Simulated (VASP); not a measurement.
# CaO (rocksalt type) (Fm-3m) in VASP: relaxation of cell and atoms with PBE

Aim: the relaxation of cell and atoms of CaO (rocksalt type) with PBE.

Everything below comes from runs of VASP 6.6.1. Logs are shortened: lines on timing, memory, paths and dates and some standing lists are left out, and cuts for length are marked.

## 1. The cell of the first run

It takes space group Fm-3m (No. 225, cubic). Conventional cell: a = 4.589 Å, b = 4.589 Å, c = 4.589 Å, α = 90.00°, β = 90.00°, γ = 90.00°. Ca (site symmetry m-3m) has 6 O at 2.29 Å within 3.0 Å. O (site symmetry m-3m) has 6 Ca at 2.29 Å within 3.0 Å.

## 2. Relaxation of cell and atoms, PBE

INCAR reads:

```
SYSTEM = CaO
PREC     = Accurate       ! precision mode
ENCUT    = 600            ! plane-wave cutoff, eV
EDIFF    = 1E-6           ! SCF threshold, eV
ISMEAR   = -1             ! smearing method
SIGMA    = 0.05           ! smearing width, eV
LREAL    = .FALSE.        ! projectors in reciprocal space
LASPH    = .TRUE.         ! aspherical terms in the spheres
NELM     = 80             ! most SCF steps
ALGO     = Normal         ! electronic algorithm
ISIF     = 3              ! what is computed and relaxed
LWAVE    = .FALSE.        ! write WAVECAR
LCHARG   = .FALSE.        ! write CHGCAR
GGA      = PE             ! functional
IBRION   = 2              ! ionic algorithm
NSW      = 100            ! ionic steps
EDIFFG   = -0.005         ! ionic threshold
```

KPOINTS reads:

```
regular mesh
0
G
  12 12 12
  0 0 0
```

POSCAR reads:

```
CaO
1.0
    0.0000000000      2.2944205951      2.2944205951
    2.2944205951      0.0000000000      2.2944205951
    2.2944205951      2.2944205951      0.0000000000
Ca O
1 1
Direct
    0.0000000000      0.0000000000      0.0000000000
    0.5000000000      0.5000000000      0.5000000000
```

Potentials or basis: VASP PAW PBE potentials, release 64 (Ca_sv, O).

Command:

```bash
> cat potpaw_PBE.64/Ca_sv/POTCAR potpaw_PBE.64/O/POTCAR > POTCAR
> mpirun -np 1 vasp_std > vasp.out
```

OUTCAR:

```text
SYSTEM = CaO
   PREC = Accurate
   ENCUT = 600
   EDIFF = 1E-6
   ISMEAR = -1
   LREAL = .FALSE.
   LASPH = .TRUE.
   NELM = 80
   ISIF = 3
   GGA = PE
   IBRION = 2
   NSW = 100
   EDIFFG = -0.005

 ion  position               nearest neighbor table
   1  0.000  0.000  0.000-   2 2.29   2 2.29   2 2.29   2 2.29   2 2.29   2 2.29
   2  0.500  0.500  0.500-   1 2.29   1 2.29   1 2.29   1 2.29   1 2.29   1 2.29

  LATTYP: Found a face centered cubic cell.
 ALAT       =     4.5888411902

  Lattice vectors:

 A1 = (   0.0000000000,   2.2944205951,   2.2944205951)
 A2 = (   2.2944205951,   0.0000000000,   2.2944205951)
 A3 = (   2.2944205951,   2.2944205951,   0.0000000000)

Analysis of symmetry for initial positions (statically):
=====================================================================
 Subroutine PRICEL returns:
 Original cell was already a primitive cell.

 Routine SETGRP: Setting up the symmetry group for a
 face centered cubic supercell.

 Subroutine GETGRP returns: Found 48 space group operations
 (whereof 48 operations were pure point group operations)
 out of a pool of 48 trial point group operations.

The static configuration has the point symmetry O_h .

Analysis of symmetry for dynamics (positions and initial velocities):
=====================================================================
 Subroutine PRICEL returns:
 Original cell was already a primitive cell.

 Routine SETGRP: Setting up the symmetry group for a
 face centered cubic supercell.

 Subroutine GETGRP returns: Found 48 space group operations
 (whereof 48 operations were pure point group operations)
 out of a pool of 48 trial point group operations.

The dynamic configuration has the point symmetry O_h .

 Subroutine INISYM returns: Found 48 space group operations
 (whereof 48 operations are pure point group operations),
 and found     1 'primitive' translations

----------------------------------------------------------------------------------------

                                     Primitive cell

  volume of cell :      24.1573

  direct lattice vectors                    reciprocal lattice vectors
     0.000000000  2.294420595  2.294420595    -0.217919941  0.217919941  0.217919941
     2.294420595  0.000000000  2.294420595     0.217919941 -0.217919941  0.217919941
     2.294420595  2.294420595  0.000000000     0.217919941  0.217919941 -0.217919941

  length of vectors
     3.244800723  3.244800723  3.244800723     0.377448409  0.377448409  0.377448409

  position of ions in fractional coordinates (direct lattice)
     0.000000000  0.000000000  0.000000000
     0.500000000  0.500000000  0.500000000

  ion indices of the primitive-cell ions
   primitive index   ion index
                 1           1
                 2           2

----------------------------------------------------------------------------------------

 KPOINTS: regular mesh

Automatic generation of k-mesh.
 Grid dimensions read from file:
 generate k-points for:   12   12   12

 Generating k-lattice:

  Cartesian coordinates                     Fractional coordinates (reciprocal lattice)
    -0.018159995  0.018159995  0.018159995     0.083333333  0.000000000  0.000000000
     0.018159995 -0.018159995  0.018159995     0.000000000  0.083333333  0.000000000
     0.018159995  0.018159995 -0.018159995     0.000000000  0.000000000  0.083333333

  Length of vectors
     0.031454034  0.031454034  0.031454034

  Shift w.r.t. Gamma in fractional coordinates (k-lattice)
     0.000000000  0.000000000  0.000000000

 Subroutine IBZKPT returns following result:
 ===========================================

 Found     72 irreducible k-points:

 Following reciprocal coordinates:
            Coordinates               Weight
  0.000000  0.000000  0.000000      1.000000
  0.083333  0.000000  0.000000      8.000000
  0.166667  0.000000  0.000000      8.000000
  0.250000  0.000000  0.000000      8.000000
  0.333333  0.000000  0.000000      8.000000
  0.416667  0.000000  0.000000      8.000000
[... 16 lines left out ...]
  0.500000  0.166667  0.000000     24.000000
 -0.416667  0.166667  0.000000     24.000000
 [... further k-points ...]
   k-points           NKPTS =     72   k-points in BZ     NKDIM =     72   number of bands    NBANDS=     12
   number of dos      NEDOS =    301   number of ions     NIONS =      2
   total plane-waves  NPLWV =  21952
   dimension x,y,z NGX =    28 NGY =   28 NGZ =   28
   dimension x,y,z NGXF=    56 NGYF=   56 NGZF=   56
   ions per type =               1   1
   NGX,Y,Z   is equivalent  to a cutoff of  14.35, 14.35, 14.35 a.u.
   NGXF,Y,Z  is equivalent  to a cutoff of  28.69, 28.69, 28.69 a.u.
 SYSTEM =  CaO
   PREC   = accura    normal or accurate (medium, high low for compatibility)
   ISTART =      0    job   : 0-new  1-cont  2-samecut
   ICHARG =      2    charge: 1-file 2-atom 10-const
   ISPIN  =      1    spin polarized calculation?
   LNONCOLLINEAR =      F non collinear calculations
   LSORBIT =      F    spin-orbit coupling
   LASPH  =      T    aspherical Exc in radial PAW
   ENCUT  =  600.0 eV  44.10 Ry    6.64 a.u.   6.48  6.48  6.48*2*pi/ulx,y,z
   NELM   =     80;   NELMIN=  2; NELMDL= -5     # of ELM steps
   EDIFF  = 0.1E-05   stopping-criterion for ELM
   LREAL  =      F    real-space projection
   EDIFFG = -.5E-02   stopping-criterion for IOM
   NSW    =    100    number of steps for IOM
   IBRION =      2    ionic relax: 0-MD 1-quasi-New 2-CG
   NFREE  =      1    steps in history (QN), initial steepest desc. (CG)
   ISIF   =      3    stress and relaxation
   ISYM   =      2    0-nonsym 1-usesym 2-fastsym
   POTIM  = 0.5000    time-step for ionic-motion
   TEBEG  =    0.0;   TEEND  =   0.0 temperature during run
   PSTRESS=    0.0 pullay stress
   NELECT =      16.0000    total number of electrons
   NUPDOWN=      -1.0000    fix difference up-down
   EMIN   =  10.00;   EMAX   =-10.00  energy-range for DOS
   EFERMI =   0.00;   METHOD = LEGACY
   ISMEAR =    -1;   SIGMA  =   0.05  broadening in eV -4-tet -1-fermi 0-gaus
   EFERMI_NEDOS =   21; number of points for ismear=-14 and -15
   IALGO  =     38    algorithm
   IMIX   =      4    mixing-type and parameters
     AMIX     =   0.40;   BMIX     =  1.00
     AMIX_MAG =   1.60;   BMIX_MAG =  1.00
  volume/ion in A,a.u.               =      12.08        81.51
  Fermi-wavevector in a.u.,A,eV,Ry     =   1.427026  2.696688 27.706936  2.036402
  Thomas-Fermi vector in A             =   2.547240
   LORBIT       =      0    0 simple, 1 ext, 2 COOP (PROOUT), +10 PAW based schemes
   GGA     = PE    functional components
   LHFCALC =     F    Hartree Fock is set to
   AEXX    =    0.0000 exact exchange contribution
   IVDW    =     0    specifies the selected vdW correction
   LEPSILON=     F    determine dielectric tensor
   LRPA    =     F    only Hartree local field effects (RPA)
 conjugate gradient relaxation of ions
 non-spin polarized calculation
  energy-cutoff  :      600.00
  volume of cell :       24.16
 maximum number of plane-waves:       821
 NGX is ok and might be reduce to    28
   NGX = 13   NGY = 13   NGZ = 13

--------------------------------------- Ionic step        1  -------------------------------------------

 number of electron      16.0000002 magnetization

 Free energy of the ion-electron system (eV)
  ---------------------------------------------------
  ext. energy  EPLUGINS =         0.00000000
  ---------------------------------------------------
  free energy    TOTEN  =       -12.53497184 eV

  energy without entropy =      -12.53497184  energy(sigma->0) =      -12.53497184

------------------------ aborting loop because EDIFF is reached ----------------------------------------

  FORCE on cell =-STRESS in cart. coord.  units (eV):
  Direction    XX          YY          ZZ          XY          YZ          ZX
  --------------------------------------------------------------------------------------
  -------------------------------------------------------------------------------------
  Total        3.5688930      3.5688930      3.5688930     -0.0000000     -0.0000000      0.0000000
  in kB      236.6982308    236.6982308    236.6982308     -0.0000000     -0.0000000      0.0000000
  external PRESSURE =     236.6982308 kB  Pullay stress =       0.0000000 kB
[... 21 lines left out ...]
  energy  without entropy=      -12.5349718441  energy(sigma->0) =      -12.53497184

--------------------------------------- Ionic step        2  -------------------------------------------

 number of electron      16.0000001 magnetization

 E-fermi :   2.7792     XC(G=0):  -9.9580

 val. band max:        1.7692833286   @ k =   0.0000   0.0000   0.0000
 cond. band min:       5.4082206350   @ k =   0.5000   0.5000   0.0000
 fundamental gap:      3.6389373064
 Fermi energy:         2.7791847710

 k-point     1 :       0.0000    0.0000    0.0000
  band No.  band energies     occupation
      1     -36.3327      2.00000
      2     -17.1595      2.00000
      3     -17.1595      2.00000
      4     -17.1595      2.00000
      5     -13.5588      2.00000
      6       1.7693      2.00000
      7       1.7693      2.00000
      8       1.7693      2.00000
      9       5.6556      0.00000
     10       7.7108      0.00000
     11       7.7108      0.00000
     12       7.7108      0.00000
[... 450 lines left out ...]
  energy  without entropy=      -12.8022213653  energy(sigma->0) =      -12.80222137

--------------------------------------- Ionic step        5  -------------------------------------------

 number of electron      16.0000000 magnetization

 Free energy of the ion-electron system (eV)
  ---------------------------------------------------
  ext. energy  EPLUGINS =         0.00000000
  ---------------------------------------------------
  free energy    TOTEN  =       -12.80228454 eV

  energy without entropy =      -12.80228454  energy(sigma->0) =      -12.80228454

 E-fermi :   3.2823     XC(G=0): -10.3770

 val. band max:        2.2351964481   @ k =   0.0000   0.0000   0.0000
 cond. band min:       5.8761761380   @ k =   0.5000   0.5000   0.0000
 fundamental gap:      3.6409796899
 Fermi energy:         3.2822650604

 k-point     1 :       0.0000    0.0000    0.0000
  band No.  band energies     occupation
      1     -35.4847      2.00000
      2     -16.2629      2.00000
      3     -16.2629      2.00000
      4     -16.2629      2.00000
      5     -13.2585      2.00000
      6       2.2352      2.00000
      7       2.2352      2.00000
      8       2.2352      2.00000
      9       6.7858      0.00000
     10       8.4107      0.00000
     11       8.4107      0.00000
     12       8.4107      0.00000
[... 374 lines left out ...]
  FREE ENERGIE OF THE ION-ELECTRON SYSTEM (eV)
  ---------------------------------------------------
  free  energy   TOTEN  =       -12.8022845361 eV

  energy  without entropy=      -12.8022845361  energy(sigma->0) =      -12.80228454

 reached required accuracy - stopping structural energy minimisation
```

Run time: 3.4 min. Hardware: 1 thread of Intel Xeon 8259CL, shared host; peak memory 0.18 GiB.

What came out:

| Item | Value |
| --- | --- |
| Free energy | -12.8023 eV |
| Relaxed volume | 14.16 Å³/atom |
| Relaxed cell | a = 3.422 Å, b = 3.422 Å, c = 3.422 Å, α = 60.00°, β = 60.00°, γ = 60.00° |
| Space group after relaxing (to 0.1 Å) | Fm-3m (No. 225) |
| Energy gained by relaxing | 133.7 meV/atom |
| Ionic steps | 5 |
| Pressure after relaxing | 0.0 GPa |
| Band gap on the k mesh | 3.64 eV (least direct gap 4.02 eV) |

Step by step:
```tsv
step	energy change (eV)	largest force (eV/Å)	pressure (GPa)	volume (Å³)
1	0.0000	0.0000	23.67	24.16
2	-0.1992	0.0000	-7.71	30.95
3	-0.2673	0.0000	0.06	28.32
4	-0.2672	0.0000	-0.22	28.40
5	-0.2673	0.0000	0.00	28.33
```

Final structure:
```
Ca O
1.0
     0.00000    2.41953    2.41953
     2.41953    0.00000    2.41953
     2.41953    2.41953    0.00000
Ca O
1 1
Direct
  0.00000 0.00000 0.00000
  0.50000 0.50000 0.50000
```

Caveat: the volume moved by over 15 % at a fixed basis, so the end points are rough. A k mesh can miss the band edges.
